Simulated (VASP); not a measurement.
# SiC (Moissanite) (P6_3mc) in VASP: notebook

The runs below take SiC (Moissanite) through single point, with RPBE+D3(BJ), RPBE+D4, PBE.

Program: VASP 6.6.1. These are calculated values, not measurements. Logs are shortened: lines on timing, memory, paths and dates and some standing lists are left out, and cuts for length are marked.

### Step 1. The cell of the first run

Symmetry: P6_3mc, No. 186, hexagonal system. Conventional cell: a = 3.006 Å, b = 3.006 Å, c = 4.924 Å, α = 90.00°, β = 90.00°, γ = 120.00°. Within 2.4 Å of Si (site symmetry 3m) lie 4 C at 1.84 to 1.85 Å. C (site symmetry 3m) has 4 Si at 1.84 to 1.85 Å within 2.4 Å.

### Step 2. Single point, RPBE+D3(BJ)

Input file INCAR:

```
SYSTEM = SiC
PREC = Accurate ; ENCUT = 520
EDIFF = 1E-7 ; ISMEAR = -1
SIGMA = 0.05 ; LREAL = .FALSE.
LASPH = .TRUE. ; NELM = 80
ALGO = Normal ; ISIF = 2
LWAVE = .FALSE. ; LCHARG = .FALSE.
GGA = RP ; IVDW = 12
NBANDS = 16
```

Input file KPOINTS:

```
regular mesh
0
G
  10 10 5
  0 0 0
```

Input file POSCAR:

```
SiC
1.0
    3.0055731246      0.0000000000      0.0000000000
   -1.5027865623      2.6029026788      0.0000000000
    0.0000000000      0.0000000000      4.9243479460
Si C
2 2
Direct
    0.6666666667      0.3333333333      0.5045194951
    0.3333333333      0.6666666667      0.0045194951
    0.6666666667      0.3333333333      0.8804805049
    0.3333333333      0.6666666667      0.3804805049
```

Potentials or basis: VASP PAW PBE potentials, release 64 (Si, C).

Launch:

```
> cat potpaw_PBE.64/Si/POTCAR potpaw_PBE.64/C/POTCAR > POTCAR
> mpirun -np 1 vasp_std > vasp.out
```

OUTCAR:

```text
SYSTEM = SiC
   PREC = Accurate
   ENCUT = 520
   EDIFF = 1E-7
   ISMEAR = -1
   LREAL = .FALSE.
   LASPH = .TRUE.
   NELM = 80
   ISIF = 2
   GGA = RP
   IVDW = 12
 IVDW          = 12

 ion  position               nearest neighbor table
   1  0.667  0.333  0.505-   4 1.84   4 1.84   4 1.84   3 1.85   2 3.01   2 3.01   2 3.01   2 3.01
                             2 3.01   2 3.01
   2  0.333  0.667  0.005-   3 1.84   3 1.84   3 1.84   4 1.85   1 3.01   1 3.01   1 3.01   1 3.01
                             1 3.01   1 3.01
   3  0.667  0.333  0.880-   2 1.84   2 1.84   2 1.84   1 1.85
   4  0.333  0.667  0.380-   1 1.84   1 1.84   1 1.84   2 1.85

  LATTYP: Found a hexagonal cell.
 ALAT       =     3.0055731246
 C/A-ratio  =     1.6384056357

  Lattice vectors:

 A1 = (   3.0055731246,   0.0000000000,   0.0000000000)
 A2 = (  -1.5027865623,   2.6029026788,   0.0000000000)
 A3 = (   0.0000000000,   0.0000000000,   4.9243479460)

Analysis of symmetry for initial positions (statically):
=====================================================================
 Subroutine PRICEL returns:
 Original cell was already a primitive cell.

 Routine SETGRP: Setting up the symmetry group for a
 hexagonal supercell.

 Subroutine GETGRP returns: Found 12 space group operations
 (whereof  6 operations were pure point group operations)
 out of a pool of 24 trial point group operations.

The static configuration has the point symmetry C_3v.
 The point group associated with its full space group is C_6v.

Analysis of symmetry for dynamics (positions and initial velocities):
=====================================================================
 Subroutine PRICEL returns:
 Original cell was already a primitive cell.

 Routine SETGRP: Setting up the symmetry group for a
 hexagonal supercell.

 Subroutine GETGRP returns: Found 12 space group operations
 (whereof  6 operations were pure point group operations)
 out of a pool of 24 trial point group operations.

The dynamic configuration has the point symmetry C_3v.
 The point group associated with its full space group is C_6v.

 Subroutine INISYM returns: Found 12 space group operations
 (whereof  6 operations are pure point group operations),
 and found     1 'primitive' translations

----------------------------------------------------------------------------------------

                                     Primitive cell

  volume of cell :      38.5242

  direct lattice vectors                    reciprocal lattice vectors
[... 94 lines left out ...]
   NSW    =      0    number of steps for IOM
   IBRION =     -1    ionic relax: 0-MD 1-quasi-New 2-CG
   NFREE  =      0    steps in history (QN), initial steepest desc. (CG)
   ISIF   =      2    stress and relaxation
   ISYM   =      2    0-nonsym 1-usesym 2-fastsym
   POTIM  = 0.5000    time-step for ionic-motion
   TEBEG  =    0.0;   TEEND  =   0.0 temperature during run
   PSTRESS=    0.0 pullay stress
   NELECT =      16.0000    total number of electrons
   NUPDOWN=      -1.0000    fix difference up-down
   EMIN   =  10.00;   EMAX   =-10.00  energy-range for DOS
   EFERMI =   0.00;   METHOD = LEGACY
   ISMEAR =    -1;   SIGMA  =   0.05  broadening in eV -4-tet -1-fermi 0-gaus
   EFERMI_NEDOS =   21; number of points for ismear=-14 and -15
   IALGO  =     38    algorithm
   IMIX   =      4    mixing-type and parameters
     AMIX     =   0.40;   BMIX     =  1.00
     AMIX_MAG =   1.60;   BMIX_MAG =  1.00
  volume/ion in A,a.u.               =       9.63        64.99
  Fermi-wavevector in a.u.,A,eV,Ry     =   1.221434  2.308176 20.298561  1.491902
  Thomas-Fermi vector in A             =   2.356617
   LORBIT       =      0    0 simple, 1 ext, 2 COOP (PROOUT), +10 PAW based schemes
   GGA     = RP    functional components
   LHFCALC =     F    Hartree Fock is set to
   AEXX    =    0.0000 exact exchange contribution
   IVDW    =    12    specifies the selected vdW correction
   LEPSILON=     F    determine dielectric tensor
   LRPA    =     F    only Hartree local field effects (RPA)
 non-spin polarized calculation
  energy-cutoff  :      520.00
  volume of cell :       38.52
 maximum number of plane-waves:      1053
 NGX is ok and might be reduce to    24
   NGX = 11   NGY = 11   NGZ = 19

 number of electron      15.9999998 magnetization

 Free energy of the ion-electron system (eV)
  ---------------------------------------------------
  ext. energy  EPLUGINS =         0.00000000
  ---------------------------------------------------
  free energy    TOTEN  =       -28.34735254 eV

  energy without entropy =      -28.34735254  energy(sigma->0) =      -28.34735254

 E-fermi :  10.1996     XC(G=0): -11.6023

 val. band max:        9.1706600553   @ k =   0.0000   0.0000   0.0000
 cond. band min:      11.5294074143   @ k =   0.3000   0.3000   0.0000
 fundamental gap:      2.3587473590
 Fermi energy:        10.1995796493

 k-point     1 :       0.0000    0.0000    0.0000
  band No.  band energies     occupation
      1      -6.9923      2.00000
      2      -3.1584      2.00000
      3       0.0813      2.00000
      4       7.8198      2.00000
      5       7.8198      2.00000
      6       9.0741      2.00000
[... 433 lines left out ...]
      3       0.8119      2.00000
      4       2.3790      2.00000
      5       4.3049      2.00000
      6       5.2656      2.00000
[... 8 lines left out ...]
     15      21.4392      0.00000
     16      22.9070      0.00000

 [... further k-points ...]

------------------------ aborting loop because EDIFF is reached ----------------------------------------

 Edisp (eV)   -4.96512

 E8    (eV) :    -2.7895

  FORCE on cell =-STRESS in cart. coord.  units (eV):
  Direction    XX          YY          ZZ          XY          YZ          ZX
  --------------------------------------------------------------------------------------
  -------------------------------------------------------------------------------------
  Total      -0.15862    -0.15862    -0.15956     0.00000     0.00000     0.00000
  in kB      -6.59674    -6.59674    -6.63595     0.00000     0.00000     0.00000
  external pressure =       -6.61 kB  Pullay stress =        0.00 kB

 VOLUME and BASIS-vectors are now :
 -----------------------------------------------------------------------------
  energy-cutoff  :      520.00
  volume of cell :       38.52
      direct lattice vectors                 reciprocal lattice vectors
     3.005573125  0.000000000  0.000000000     0.332715245  0.192093237  0.000000000
    -1.502786562  2.602902679  0.000000000     0.000000000  0.384186473  0.000000000
     0.000000000  0.000000000  4.924347946     0.000000000  0.000000000  0.203072571

 POSITION                                       TOTAL-FORCE (eV/Angst)
 -----------------------------------------------------------------------------------
      1.50279      0.86763      2.48443         0.000000      0.000000     -0.001241
     -0.00000      1.73527      0.02226        -0.000000      0.000000     -0.001241
      1.50279      0.86763      4.33579         0.000000      0.000000      0.001241
     -0.00000      1.73527      1.87362        -0.000000     -0.000000      0.001241
 -----------------------------------------------------------------------------------
    total drift:                                0.000000      0.000000     -0.000269

  FREE ENERGIE OF THE ION-ELECTRON SYSTEM (eV)
  ---------------------------------------------------
  free  energy   TOTEN  =       -33.3124736272 eV

  energy  without entropy=      -33.3124736272  energy(sigma->0) =      -33.31247363
```

Wall time 15 s (1 thread of AMD EPYC 9R45 (Zen 5), shared host); peak memory 0.14 GiB.

Results:

- Free energy: -33.3125 eV
- Pressure: -0.7 GPa
- Band gap on the k mesh: 2.36 eV, indirect (least direct gap 4.13 eV)
- Dispersion energy per atom: -1.241 eV

Caveat: the PAW data sets were made with another functional, which shifts forces and pressure a little. RPBE gaps usually lie below the measured ones, often by a third to a half.

### Step 3. Single point, RPBE+D4

This run uses another cell than the first one, of 10.19 Å³/atom, 1.058 times its volume.

Input file INCAR:

```
SYSTEM = SiC
PREC = Accurate
ENCUT = 520
EDIFF = 1E-6
ISMEAR = -1
SIGMA = 0.05
LREAL = .FALSE.
LASPH = .TRUE.
NELM = 60
ALGO = Normal
ISIF = 2
LWAVE = .FALSE.
LCHARG = .FALSE.
GGA = RP
IVDW = 13
NBANDS = 16
```

Input file KPOINTS:

```
Automatic mesh
0
G
  10 10 5
  0 0 0
```

Input file POSCAR:

```
SiC
1.0
    3.0603246226      0.0000000000      0.0000000000
   -1.5301623113      2.6503188670      0.0000000000
    0.0000000000      0.0000000000      5.0239636897
Si C
2 2
Direct
    0.6666666667      0.3333333333      0.5046777311
    0.3333333333      0.6666666667      0.0046777311
    0.6666666667      0.3333333333      0.8803222689
    0.3333333333      0.6666666667      0.3803222689
```

Potentials or basis: VASP PAW PBE potentials, release 64 (Si, C).

Launch:

```
> cat potpaw_PBE.64/Si/POTCAR potpaw_PBE.64/C/POTCAR > POTCAR
> mpirun -np 1 vasp_std > vasp.out
```

OUTCAR:

```text
SYSTEM = SiC
   PREC = Accurate
   ENCUT = 520
   EDIFF = 1E-6
   ISMEAR = -1
   LREAL = .FALSE.
   LASPH = .TRUE.
   NELM = 60
   ISIF = 2
   GGA = RP
   IVDW = 13

 ion  position               nearest neighbor table
   1  0.667  0.333  0.505-   4 1.87   4 1.87   4 1.87   3 1.89   2 3.07   2 3.07   2 3.07   2 3.07
                             2 3.07   2 3.07
   2  0.333  0.667  0.005-   3 1.87   3 1.87   3 1.87   4 1.89   1 3.07   1 3.07   1 3.07   1 3.07
                             1 3.07   1 3.07
   3  0.667  0.333  0.880-   2 1.87   2 1.87   2 1.87   1 1.89
   4  0.333  0.667  0.380-   1 1.87   1 1.87   1 1.87   2 1.89

  LATTYP: Found a hexagonal cell.
 ALAT       =     3.0603246226
 C/A-ratio  =     1.6416440441

  Lattice vectors:

 A1 = (   3.0603246226,   0.0000000000,   0.0000000000)
 A2 = (  -1.5301623113,   2.6503188670,   0.0000000000)
 A3 = (   0.0000000000,   0.0000000000,   5.0239636897)

Analysis of symmetry for initial positions (statically):
=====================================================================
 Subroutine PRICEL returns:
 Original cell was already a primitive cell.

 Routine SETGRP: Setting up the symmetry group for a
 hexagonal supercell.

 Subroutine GETGRP returns: Found 12 space group operations
 (whereof  6 operations were pure point group operations)
 out of a pool of 24 trial point group operations.

The static configuration has the point symmetry C_3v.
 The point group associated with its full space group is C_6v.

Analysis of symmetry for dynamics (positions and initial velocities):
=====================================================================
 Subroutine PRICEL returns:
 Original cell was already a primitive cell.

 Routine SETGRP: Setting up the symmetry group for a
 hexagonal supercell.

 Subroutine GETGRP returns: Found 12 space group operations
 (whereof  6 operations were pure point group operations)
 out of a pool of 24 trial point group operations.

The dynamic configuration has the point symmetry C_3v.
 The point group associated with its full space group is C_6v.
[... 126 lines left out ...]
  Thomas-Fermi vector in A             =   2.334672
   LORBIT       =      0    0 simple, 1 ext, 2 COOP (PROOUT), +10 PAW based schemes
   GGA     = RP    functional components
   LHFCALC =     F    Hartree Fock is set to
   AEXX    =    0.0000 exact exchange contribution
   IVDW    =    13    specifies the selected vdW correction
   LEPSILON=     F    determine dielectric tensor
   LRPA    =     F    only Hartree local field effects (RPA)
 non-spin polarized calculation
  energy-cutoff  :      520.00
  volume of cell :       40.75
 maximum number of plane-waves:      1114
 NGX is ok and might be reduce to    24
   NGX = 11   NGY = 11   NGZ = 19

 number of electron      15.9999999 magnetization

 Free energy of the ion-electron system (eV)
  ---------------------------------------------------
  ext. energy  EPLUGINS =         0.00000000
  ---------------------------------------------------
  free energy    TOTEN  =       -28.58390740 eV

  energy without entropy =      -28.58390740  energy(sigma->0) =      -28.58390740

 E-fermi :   9.5063     XC(G=0): -11.3504

 val. band max:        8.5221490889   @ k =   0.0000   0.0000   0.0000
 cond. band min:      10.9595770516   @ k =   0.3000   0.3000   0.0000
 fundamental gap:      2.4374279627
 Fermi energy:         9.5063074654

 k-point     1 :       0.0000    0.0000    0.0000
  band No.  band energies     occupation
      1      -7.1889      2.00000
      2      -3.5865      2.00000
      3      -0.2507      2.00000
      4       7.2038      2.00000
      5       7.2038      2.00000
      6       8.4023      2.00000
[... 433 lines left out ...]
      3       0.3833      2.00000
      4       1.8835      2.00000
      5       3.7974      2.00000
      6       4.7526      2.00000
[... 8 lines left out ...]
     15      20.2403      0.00000
     16      21.6429      0.00000

 [... further k-points ...]

------------------------ aborting loop because EDIFF is reached ----------------------------------------

  DFT-D4 for vdW energy calculation

  Edisp (eV):   -2.89457

  FORCE on cell =-STRESS in cart. coord.  units (eV):
  Direction    XX          YY          ZZ          XY          YZ          ZX
  --------------------------------------------------------------------------------------
  -------------------------------------------------------------------------------------
  Total      -0.14782    -0.14782    -0.14935    -0.00000     0.00000     0.00000
  in kB      -5.81190    -5.81190    -5.87242    -0.00000     0.00000     0.00000
  external pressure =       -5.83 kB  Pullay stress =        0.00 kB

 VOLUME and BASIS-vectors are now :
 -----------------------------------------------------------------------------
  energy-cutoff  :      520.00
  volume of cell :       40.75
      direct lattice vectors                 reciprocal lattice vectors
     3.060324623  0.000000000  0.000000000     0.326762721  0.188656545  0.000000000
    -1.530162311  2.650318867  0.000000000     0.000000000  0.377313090  0.000000000
     0.000000000  0.000000000  5.023963690     0.000000000  0.000000000  0.199046025

 POSITION                                       TOTAL-FORCE (eV/Angst)
 -----------------------------------------------------------------------------------
      1.53016      0.88344      2.53548         0.000000      0.000000      0.001763
     -0.00000      1.76688      0.02350        -0.000000     -0.000000      0.001763
      1.53016      0.88344      4.42271        -0.000000      0.000000     -0.001763
     -0.00000      1.76688      1.91073         0.000000      0.000000     -0.001763
 -----------------------------------------------------------------------------------
    total drift:                               -0.000000      0.000000     -0.000100

  FREE ENERGIE OF THE ION-ELECTRON SYSTEM (eV)
  ---------------------------------------------------
  free  energy   TOTEN  =       -31.4784743138 eV

  energy  without entropy=      -31.4784743137  energy(sigma->0) =      -31.47847431
```

OSZICAR:

```text
N       E                     dE             d eps       ncg     rms          rms(c)
DAV:   1     0.287058700257E+02    0.28706E+02   -0.71537E+03  1352   0.894E+02
DAV:   2    -0.297053808674E+02   -0.58411E+02   -0.52338E+02  1920   0.160E+02
DAV:   3    -0.322249597938E+02   -0.25196E+01   -0.25078E+01  1760   0.304E+01
DAV:   4    -0.322431072887E+02   -0.18147E-01   -0.18144E-01  1672   0.320E+00
DAV:   5    -0.322432800398E+02   -0.17275E-03   -0.17275E-03  1736   0.292E-01    0.134E+01
DAV:   6    -0.286678592132E+02    0.35754E+01   -0.62162E+00  1688   0.153E+01    0.642E+00
DAV:   7    -0.285906025529E+02    0.77257E-01   -0.11608E+00  1912   0.630E+00    0.266E+00
DAV:   8    -0.285830778909E+02    0.75247E-02   -0.46522E-02  1520   0.139E+00    0.668E-01
DAV:   9    -0.285833338258E+02   -0.25593E-03   -0.80600E-03  1760   0.628E-01    0.139E-01
DAV:  10    -0.285838742782E+02   -0.54045E-03   -0.12105E-03  1656   0.207E-01    0.587E-02
DAV:  11    -0.285839041583E+02   -0.29880E-04   -0.15837E-04  1568   0.870E-02    0.881E-03
DAV:  12    -0.285839066082E+02   -0.24500E-05   -0.10630E-05  1840   0.209E-02    0.396E-03
DAV:  13    -0.285839073962E+02   -0.78800E-06   -0.92721E-07  1360   0.643E-03
   1 F= -.31478474E+02 E0= -.31478474E+02  d E =-.402989E-10
```

stdout:

```text
POSCAR found type information on POSCAR SiC
 POSCAR found :  2 types and       4 ions
 scaLAPACK will be used
 -----------------------------------------------------------------------------
|                                                                             |
|                                                                             |
|     You enforced a specific xc type in the INCAR file but a different       |
|     I HOPE YOU KNOW WHAT YOU ARE DOING!                                     |
|                                                                             |
 -----------------------------------------------------------------------------

 LDA part: xc-table for (Slater+PW92), standard interpolation
 POSCAR, INCAR and KPOINTS ok, starting setup
 FFT: planning ... GRIDC
 FFT: planning ... GRID_SOFT
 FFT: planning ... GRID
 WAVECAR not read
 entering main loop
```

Wall time 15 s (1 thread of AMD EPYC 9R45 (Zen 5), shared host); peak memory 0.13 GiB.

Results:

* Free energy: -31.4785 eV
* Pressure: -0.6 GPa
* Band gap on the k mesh: 2.44 eV, indirect (least direct gap 4.03 eV)
* Dispersion energy per atom: -0.724 eV

Caveat: the PAW data sets were made with another functional, which shifts forces and pressure a little.

[end of part 1 of 2]
